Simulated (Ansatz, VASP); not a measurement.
# One calculation of Cu, two programs

```
CELL_PARAMETERS angstrom
2.48812 0.00000 0.00000
-1.24406 2.15477 0.00000
0.00000 0.00000 8.12931
ATOMIC_POSITIONS crystal
Cu 0.00000 0.00000 0.00000
Cu 0.00000 0.00000 0.50000
Cu 0.33333 0.66667 0.25000
Cu 0.66667 0.33333 0.75000
```

Alike in both runs: task single point; functional LDA; k mesh 19 × 19 × 5; occupations fermi-dirac, width 0.1 eV; no spin polarisation.

|  | VASP | Ansatz |
| --- | --- | --- |
| version | VASP 6.6.1 | Ansatz 0.2.0 |
| potentials or method | VASP PAW LDA potentials, release 64 (Cu), cutoff 520 eV | plane waves (420 eV) with PAW, scalar-relativistic |
| valence electrons in the cell | 44 | 76 |

|  | VASP | Ansatz | Ansatz less VASP |
| --- | --- | --- | --- |
| pressure (GPa) | 1.0 | -0.1 | -1.09 |
| traceless stress, the component that is largest in VASP (GPa) | 0.63 | 0.65 | +0.021 |

Ansatz warns that its potentials were made for another functional, while VASP's fit it. LDA's correlation is that of Perdew and Zunger in VASP and of Perdew and Wang (1992) in Ansatz. VASP's potentials hold 44 valence electrons a cell and Ansatz's 76, so a difference there can come from the potentials and not from the codes.
